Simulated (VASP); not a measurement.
Runs of VASP 6.6.1 on Li2S. The structure is that of space group Fm-3m (No. 225), or close to it. The cells are those of the table. 

| level | cell | k mesh | cutoff (eV) | gap on the mesh (eV) | pressure (GPa) |
| --- | --- | --- | --- | --- | --- |
| r2SCAN | a = 4.024 Å, angles 60.0°, 3 atoms | 6 × 6 × 6 | 830 | 3.86 | -0.2 |
| PBE | a = 4.114 Å, angles 60.0°, 3 atoms | 6 × 6 × 6 | 750 | 3.42 | -2.2 |
| PBE | a = 3.994 Å, angles 60.0°, 3 atoms | 6 × 6 × 6 | 750 | (c) | 1.2 |
| r2SCAN | a = 4.024 Å, angles 60.0°, 3 atoms | 8 × 8 × 8 | 830 | 3.86 | -0.2 |
| PBE | a = 4.024 Å, angles 60.0°, 3 atoms | 8 × 8 × 8 | 750 | 3.39 | 0.2 |
| r2SCAN | a = 3.983 Å, angles 60.0°, 3 atoms | 6 × 6 × 6 | 830 | 3.84 | 1.2 |
| PBE | a = 3.952 Å, angles 60.0°, 3 atoms | 6 × 6 × 6 | 750 | 3.35 | 2.7 |
| r2SCAN | a = 3.942 Å, angles 60.0°, 3 atoms | 6 × 6 × 6 | 830 | 3.81 | 2.8 |
| r2SCAN | a = 4.103 Å, angles 60.0°, 3 atoms | 6 × 6 × 6 | 830 | (a) | -2.4 |
| PBE | a = 4.074 Å, angles 60.0°, 3 atoms | 6 × 6 × 6 | 750 | 3.41 | -1.3 |
| r2SCAN | a = 4.064 Å, angles 60.0°, 3 atoms | 6 × 6 × 6 | 830 | 3.87 | (b) |
| PBE | a = 4.035 Å, angles 60.0°, 3 atoms | 6 × 6 × 6 | 750 | 3.39 | -0.1 |

Alike in all rows: task single point; potentials or basis VASP PAW PBE potentials, release 64 (S, Li_sv); no spin polarisation; smearing gaussian 0.01 eV.

Task: Estimate the missing entries.

Result: (a) 3.88; (b) -1.4; (c) 3.37.

Caveats: the PAW data sets were made with another functional, which shifts forces and pressure a little (at least some runs).

A k mesh can miss the band edges.
